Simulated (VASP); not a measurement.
# MgO (R-3m) in VASP: settings compared, part 2 of 2

VASP 6.6.1. Earlier steps stand in the parts before.

**4. Single point, r2SCAN (epitaxial 111 strain -4.0%)**

POSCAR reads:

```
MgO
1.0
    0.0748698301      2.0929505489      2.0929505489
    2.0929505489      0.0748698301      2.0929505489
    2.0929505489      2.0929505489      0.0748698301
Mg O
1 1
Direct
    0.0000000000      0.0000000000      0.0000000000
    0.5000000000      0.5000000000      0.5000000000
```

INCAR.step1 reads:

```
SYSTEM = MgO
  ALGO = Normal
  EDIFF = 1E-4
  ENCUT = 520
  GGA = PE
  ISMEAR = 0
  LASPH = .TRUE.
  LCHARG = .FALSE.
  LREAL = .FALSE.
  LWAVE = .TRUE.
  NBANDS = 11
  NELM = 80
  PREC = Accurate
  SIGMA = 0.01
```

INCAR.step2 reads:

```
SYSTEM = MgO
  ALGO = Normal
  EDIFF = 1E-6
  ENCUT = 520
  ISIF = 2
  ISMEAR = 0
  ISTART = 1
  LASPH = .TRUE.
  LCHARG = .FALSE.
  LMIXTAU = .TRUE.
  LREAL = .FALSE.
  LWAVE = .FALSE.
  METAGGA = R2SCAN
  NBANDS = 11
  NELM = 80
  PREC = Accurate
  SIGMA = 0.01
```

KPOINTS reads:

```
k-points
0
G
  10 10 10
  0 0 0
```

Potentials or basis: VASP PAW PBE potentials, release 64 (Mg, O).

On the command line:

```bash
cat potpaw_PBE.64/Mg/POTCAR potpaw_PBE.64/O/POTCAR > POTCAR
cp INCAR.step1 INCAR
mpirun -np 1 vasp_std > vasp.out
cp INCAR.step2 INCAR
mpirun -np 1 vasp_std > vasp.out
```

OUTCAR:

```text
SYSTEM = MgO
   EDIFF = 1E-6
   ENCUT = 520
   ISIF = 2
   ISMEAR = 0
   ISTART = 1
   LASPH = .TRUE.
   LREAL = .FALSE.
   METAGGA = R2SCAN
   NELM = 80
   PREC = Accurate

 ion  position               nearest neighbor table
   1  0.000  0.000  0.000-   2 2.06   2 2.06   2 2.06   2 2.06   2 2.06   2 2.06
   2  0.500  0.500  0.500-   1 2.06   1 2.06   1 2.06   1 2.06   1 2.06   1 2.06

  LATTYP: Found a trigonal (rhomboedric) cell.
 ALAT       =     2.9608258125
 COS(alpha) =     0.5354297987

  Lattice vectors:

 A1 = (   0.0748698301,   2.0929505489,   2.0929505489)
 A2 = (   2.0929505489,   0.0748698301,   2.0929505489)
 A3 = (   2.0929505489,   2.0929505489,   0.0748698301)

Analysis of symmetry for initial positions (statically):
=====================================================================
 Subroutine PRICEL returns:
 Original cell was already a primitive cell.

 Routine SETGRP: Setting up the symmetry group for a
 trigonal (rhombohedral) supercell.

 Subroutine GETGRP returns: Found 12 space group operations
 (whereof 12 operations were pure point group operations)
 out of a pool of 12 trial point group operations.

The static configuration has the point symmetry D_3d.

Analysis of symmetry for dynamics (positions and initial velocities):
=====================================================================
 Subroutine PRICEL returns:
 Original cell was already a primitive cell.

 Routine SETGRP: Setting up the symmetry group for a
 trigonal (rhombohedral) supercell.

 Subroutine GETGRP returns: Found 12 space group operations
 (whereof 12 operations were pure point group operations)
 out of a pool of 12 trial point group operations.

The dynamic configuration has the point symmetry D_3d.

 Subroutine INISYM returns: Found 12 space group operations
 (whereof 12 operations are pure point group operations),
 and found     1 'primitive' translations

----------------------------------------------------------------------------------------

                                     Primitive cell

  volume of cell :      17.3526

  direct lattice vectors                    reciprocal lattice vectors
     0.074869830  2.092950549  2.092950549    -0.252113775  0.243406543  0.243406543
     2.092950549  0.074869830  2.092950549     0.243406543 -0.252113775  0.243406543
     2.092950549  2.092950549  0.074869830     0.243406543  0.243406543 -0.252113775

  length of vectors
     2.960825812  2.960825812  2.960825812     0.426678856  0.426678856  0.426678856

  position of ions in fractional coordinates (direct lattice)
     0.000000000  0.000000000  0.000000000
     0.500000000  0.500000000  0.500000000

  ion indices of the primitive-cell ions
   primitive index   ion index
                 1           1
                 2           2

----------------------------------------------------------------------------------------

 KPOINTS: k-points

Automatic generation of k-mesh.
 Grid dimensions read from file:
 generate k-points for:   10   10   10

 Generating k-lattice:

  Cartesian coordinates                     Fractional coordinates (reciprocal lattice)
    -0.025211378  0.024340654  0.024340654     0.100000000  0.000000000 -0.000000000
     0.024340654 -0.025211378  0.024340654     0.000000000  0.100000000 -0.000000000
     0.024340654  0.024340654 -0.025211378     0.000000000  0.000000000  0.100000000

  Length of vectors
     0.042667886  0.042667886  0.042667886

  Shift w.r.t. Gamma in fractional coordinates (k-lattice)
     0.000000000  0.000000000  0.000000000

 Subroutine IBZKPT returns following result:
 ===========================================

 Found    116 irreducible k-points:

 Following reciprocal coordinates:
            Coordinates               Weight
  0.000000  0.000000  0.000000      1.000000
  0.100000 -0.000000 -0.000000      6.000000
  0.200000 -0.000000 -0.000000      6.000000
  0.300000  0.000000 -0.000000      6.000000
  0.400000 -0.000000 -0.000000      6.000000
  0.500000  0.000000 -0.000000      3.000000
[... 16 lines left out ...]
  0.300000  0.300000 -0.000000      6.000000
  0.400000  0.300000 -0.000000     12.000000
 [... further k-points ...]
   k-points           NKPTS =    116   k-points in BZ     NKDIM =    116   number of bands    NBANDS=     11
   number of dos      NEDOS =    301   number of ions     NIONS =      2
   total plane-waves  NPLWV =  13824
   dimension x,y,z NGX =    24 NGY =   24 NGZ =   24
   dimension x,y,z NGXF=    48 NGYF=   48 NGZF=   48
   ions per type =               1   1
   NGX,Y,Z   is equivalent  to a cutoff of  13.48, 13.48, 13.48 a.u.
   NGXF,Y,Z  is equivalent  to a cutoff of  26.95, 26.95, 26.95 a.u.
 SYSTEM =  MgO
   PREC   = accura    normal or accurate (medium, high low for compatibility)
   ISTART =      1    job   : 0-new  1-cont  2-samecut
   ICHARG =      0    charge: 1-file 2-atom 10-const
   ISPIN  =      1    spin polarized calculation?
   LNONCOLLINEAR =      F non collinear calculations
   LSORBIT =      F    spin-orbit coupling
   LASPH  =      T    aspherical Exc in radial PAW
   ENCUT  =  520.0 eV  38.22 Ry    6.18 a.u.   5.51  5.51  5.51*2*pi/ulx,y,z
   NELM   =     80;   NELMIN=  2; NELMDL=  0     # of ELM steps
   EDIFF  = 0.1E-05   stopping-criterion for ELM
   LREAL  =      F    real-space projection
   EDIFFG = 0.1E-04   stopping-criterion for IOM
   NSW    =      0    number of steps for IOM
   IBRION =     -1    ionic relax: 0-MD 1-quasi-New 2-CG
   NFREE  =      0    steps in history (QN), initial steepest desc. (CG)
   ISIF   =      2    stress and relaxation
   ISYM   =      2    0-nonsym 1-usesym 2-fastsym
   POTIM  = 0.5000    time-step for ionic-motion
   TEBEG  =    0.0;   TEEND  =   0.0 temperature during run
   PSTRESS=    0.0 pullay stress
   NELECT =       8.0000    total number of electrons
   NUPDOWN=      -1.0000    fix difference up-down
   EMIN   =  10.00;   EMAX   =-10.00  energy-range for DOS
   EFERMI =   0.00;   METHOD = LEGACY
   ISMEAR =     0;   SIGMA  =   0.01  broadening in eV -4-tet -1-fermi 0-gaus
   EFERMI_NEDOS =   21; number of points for ismear=-14 and -15
   IALGO  =     38    algorithm
   IMIX   =      4    mixing-type and parameters
     AMIX     =   0.40;   BMIX     =  1.00
     AMIX_MAG =   1.60;   BMIX_MAG =  1.00
  volume/ion in A,a.u.               =       8.68        58.55
  Fermi-wavevector in a.u.,A,eV,Ry     =   1.264687  2.389912 21.761612  1.599433
  Thomas-Fermi vector in A             =   2.397979
   LORBIT       =      0    0 simple, 1 ext, 2 COOP (PROOUT), +10 PAW based schemes
   METAGGA = R2SCAN    functional components
   LHFCALC =     F    Hartree Fock is set to
   AEXX    =    0.0000 exact exchange contribution
   IVDW    =     0    specifies the selected vdW correction
   LEPSILON=     F    determine dielectric tensor
   LRPA    =     F    only Hartree local field effects (RPA)
 non-spin polarized calculation
 Gauss-broadening in eV      SIGMA  =   0.01
  energy-cutoff  :      520.00
  volume of cell :       17.35
 maximum number of plane-waves:       489
 NGX is ok and might be reduce to    24
   NGX = 11   NGY = 11   NGZ = 11

 number of electron       7.9999998 magnetization

 Free energy of the ion-electron system (eV)
  ---------------------------------------------------
  ext. energy  EPLUGINS =         0.00000000
  ---------------------------------------------------
  free energy    TOTEN  =       -16.08279855 eV

  energy without entropy =      -16.08279855  energy(sigma->0) =      -16.08279855

 E-fermi :   3.6669     XC(G=0): -11.9816

 val. band max:        3.5150828917   @ k =   0.0000   0.0000   0.0000
 cond. band min:       9.6762328298   @ k =   0.0000   0.0000   0.0000
 fundamental gap:      6.1611499381
 Fermi energy:         3.6668534337

 k-point     1 :       0.0000    0.0000    0.0000
  band No.  band energies     occupation
      1     -15.2421      2.00000
      2       3.0440      2.00000
      3       3.5151      2.00000
      4       3.5151      2.00000
      5       9.6762      0.00000
      6      19.6086      0.00000
      7      21.1845      0.00000
      8      21.1845      0.00000
      9      24.9098      0.00000
     10      26.8745      0.00000
     11      26.8745      0.00000
[... 309 lines left out ...]
 k-point    24 :       0.4000    0.3000   -0.0000
  band No.  band energies     occupation
      1     -13.8523      2.00000
      2      -0.4597      2.00000
      3       1.9370      2.00000
      4       2.1203      2.00000
      5      14.1097      0.00000
      6      15.3322      0.00000
      7      18.9376      0.00000
      8      23.4995      0.00000
      9      24.4563      0.00000
     10      30.5095      0.00000
     11      33.1617      0.00000

 [... further k-points ...]
[... 5 lines left out ...]
  --------------------------------------------------------------------------------------
  -------------------------------------------------------------------------------------
  Total        1.2975233      1.2975233      1.2975233     -0.7170747     -0.7170747     -0.7170747
  in kB      119.8010106    119.8010106    119.8010106    -66.2078919    -66.2078919    -66.2078919
  external PRESSURE =     119.8010106 kB  Pullay stress =       0.0000000 kB

 VOLUME and BASIS-vectors are now :
 -----------------------------------------------------------------------------
  energy-cutoff  :      520.00
  volume of cell :       17.35
      direct lattice vectors                 reciprocal lattice vectors
     0.074869830  2.092950549  2.092950549    -0.252113775  0.243406543  0.243406543
     2.092950549  0.074869830  2.092950549     0.243406543 -0.252113775  0.243406543
     2.092950549  2.092950549  0.074869830     0.243406543  0.243406543 -0.252113775

 POSITION                                       TOTAL-FORCE (eV/Angst)
 -----------------------------------------------------------------------------------
      0.00000      0.00000      0.00000        -0.000000      0.000000     -0.000000
      2.13039      2.13039      2.13039         0.000000     -0.000000      0.000000
 -----------------------------------------------------------------------------------
    total drift:                               -0.000000     -0.000000      0.000000

  FREE ENERGIE OF THE ION-ELECTRON SYSTEM (eV)
  ---------------------------------------------------
  free  energy   TOTEN  =       -16.0827985475 eV

  energy  without entropy=      -16.0827985475  energy(sigma->0) =      -16.08279855
```

Run time: 33 s. Hardware: 1 thread of Intel Xeon 6975P-C (Granite Rapids), shared host; peak memory 0.16 GiB.

Results:

| Item | Value |
| --- | --- |
| Free energy | -16.0828 eV |
| Pressure | 12.0 GPa |
| Band gap on the k mesh | 6.16 eV, direct |

Levels at points of the mesh, in eV from the valence-band top:
| k point | band 1 | band 2 | band 3 | band 4 | band 5 | band 6 | band 7 | band 8 | band 9 |
| --- | --- | --- | --- | --- | --- | --- | --- | --- | --- |
| (0.00, 0.00, 0.00) | -18.76 | -0.47 | 0.00 | 0.00 | 6.16 | 16.09 | 17.67 | 17.67 | 21.39 |
| (0.50, 0.00, 0.00) | -17.26 | -5.05 | -1.16 | -0.83 | 8.96 | 14.70 | 17.47 | 18.17 | 23.18 |
| (0.50, 0.50, 0.00) | -17.03 | -4.58 | -1.87 | -1.40 | 9.85 | 11.86 | 14.90 | 21.10 | 21.77 |
| (0.50, 0.50, 0.50) | -17.47 | -5.31 | -0.65 | -0.65 | 9.58 | 13.88 | 18.89 | 18.89 | 23.90 |

Caveat: the cell differs from its parent crystal (epitaxial 111 strain -4.0%); the PAW data sets were made with another functional, which shifts forces and pressure a little.

**5. Single point, r2SCAN (epitaxial 111 strain -3.0%)**

POSCAR reads:

```
MgO
1.0
    0.0561362781      2.0952386711      2.0952386711
    2.0952386711      0.0561362781      2.0952386711
    2.0952386711      2.0952386711      0.0561362781
Mg O
1 1
Direct
    0.0000000000      0.0000000000      0.0000000000
    0.5000000000      0.5000000000      0.5000000000
```

INCAR.step1 reads:

```
ALGO = Normal
EDIFF = 1E-4
ENCUT = 520
GGA = PE
ISMEAR = 0
LASPH = True
LCHARG = False
LREAL = False
LWAVE = True
NBANDS = 11
NELM = 80
PREC = Accurate
SIGMA = 0.01
```

INCAR.step2 reads:

```
ALGO = Normal
EDIFF = 1E-7
ENCUT = 520
ISIF = 2
ISMEAR = 0
ISTART = 1
LASPH = True
LCHARG = True
LELF = True
LMIXTAU = True
LREAL = False
LVHAR = True
LWAVE = False
METAGGA = R2SCAN
NBANDS = 11
NELM = 80
PREC = Accurate
SIGMA = 0.01
```

KPOINTS reads:

```
k-points
0
Gamma
  10 10 10
```

On the command line:

```bash
cat potpaw_PBE.64/Mg/POTCAR potpaw_PBE.64/O/POTCAR > POTCAR
cp INCAR.step1 INCAR
mpirun -np 1 vasp_std > vasp.out
cp INCAR.step2 INCAR
mpirun -np 1 vasp_std > vasp.out
```

It took 35 s on 1 thread of Intel Xeon 6975P-C (Granite Rapids), shared host; peak memory 0.16 GiB.

The run converged. Its results:

| Item | Value |
| --- | --- |
| Free energy | -16.1195 eV |
| Pressure | 8.3 GPa |
| Band gap on the k mesh | 6.05 eV, direct |

Stress tensor (GPa, compression positive):
```
 8.28 -4.76 -4.76
-4.76  8.28 -4.76
-4.76 -4.76  8.28
```

Levels at points of the mesh, in eV from the valence-band top:
| k point | band 1 | band 2 | band 3 | band 4 | band 5 | band 6 | band 7 | band 8 | band 9 |
| --- | --- | --- | --- | --- | --- | --- | --- | --- | --- |
| (0.00, 0.00, 0.00) | -18.61 | -0.34 | 0.00 | 0.00 | 6.05 | 16.28 | 17.47 | 17.47 | 21.32 |
| (0.50, 0.00, 0.00) | -17.18 | -4.94 | -1.03 | -0.79 | 8.94 | 14.50 | 17.46 | 17.99 | 23.02 |
| (0.50, 0.50, 0.00) | -16.95 | -4.45 | -1.74 | -1.40 | 9.92 | 11.66 | 14.77 | 20.92 | 21.44 |
| (0.50, 0.50, 0.50) | -17.33 | -5.13 | -0.66 | -0.66 | 9.38 | 13.89 | 18.53 | 18.53 | 23.53 |

Caveat: the cell differs from its parent crystal (epitaxial 111 strain -3.0%); the PAW data sets were made with another functional, which shifts forces and pressure a little.

**6. The runs side by side**

```tsv
level	cell	smearing	gap on the mesh (eV)	pressure (GPa)
PBE	a = 2.983 Å, angles 61.8°, 2 atoms	fermi-dirac 0.02 eV	4.11	-2.8
PBE	a = 2.987 Å, angles 62.3°, 2 atoms	fermi-dirac 0.02 eV	3.89	-4.9
r2SCAN	a = 2.961 Å, angles 57.6°, 2 atoms	gaussian 0.01 eV	6.16	12.0
r2SCAN	a = 2.964 Å, angles 58.2°, 2 atoms	gaussian 0.01 eV	6.05	8.3
```

Alike in all rows: task single point; potentials or basis VASP PAW PBE potentials, release 64 (Mg, O); no spin polarisation; k mesh 10 × 10 × 10; cutoff (eV) 520.

Caveats: the PAW data sets were made with another functional, which shifts forces and pressure a little (some runs).

Total energies depend on the potentials used, so only differences within one code and one set of settings carry meaning.
